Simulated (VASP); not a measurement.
SbSe2: single point with PBE

The system is SbSe2.

```xyz
6
Lattice="-1.8775 1.8775 10.8194 1.8775 -1.8775 10.8194 1.8775 1.8775 -10.8194" Properties=species:S:1:pos:R:3 pbc="T T T"
Sb    0.0000    0.0000    0.0000
Sb    0.0000    1.8775    5.4097
Se    0.0000    0.0000    9.3181
Se    1.8775    0.0000    3.9084
Se    1.8775    0.0000    6.9110
Se    0.0000    0.0000   12.3207
```

* Program: VASP 6.6.1
* Task: single point
* Functional: PBE
* Potentials or basis: VASP PAW PBE potentials, release 64 (Sb, Se)
* Cutoff: 520 eV
* k mesh: 6 × 6 × 6
* Occupations: gaussian, width 0.1 eV
* Spin: no spin polarisation
* Dipole correction: no
* Further INCAR settings: ALGO = Normal; EDIFF = 1e-06; NBANDS = 26

- Pressure: -0.1 GPa
- Largest force: 0.006 eV/Å
- Band gap on the k mesh: zero (bands 17 and 18 overlap by 1.22 eV)

Forces on the atoms (eV/Å):
```
Sb   0.000  0.000  0.000
Sb   0.000  0.000  0.000
Se   0.000  0.000  0.006
Se   0.000  0.000  0.006
Se   0.000  0.000 -0.006
Se   0.000  0.000 -0.006
```

Levels at points of the mesh, in eV from the Fermi level:
| k point | band 15 | band 16 | band 17 | band 18 | band 19 | band 20 |
| --- | --- | --- | --- | --- | --- | --- |
| (0.00, 0.00, 0.00) | -0.96 | -0.96 | -0.72 | -0.72 | 0.06 | 2.59 |
| (0.50, 0.00, 0.00) | -0.78 | -0.20 | -0.06 | 0.57 | 0.85 | 0.92 |
| (0.50, 0.50, 0.00) | -2.12 | -2.12 | -0.95 | -0.95 | -0.03 | -0.03 |
| (0.50, 0.50, 0.50) | -0.94 | -0.94 | -0.20 | -0.20 | 1.40 | 1.40 |

Run time: 23 min on 1 thread of Intel Xeon 8259CL (shared host), peak memory 1.1 GiB.

Caveat: spin-orbit coupling is left out, which moves the levels of the heavy elements.
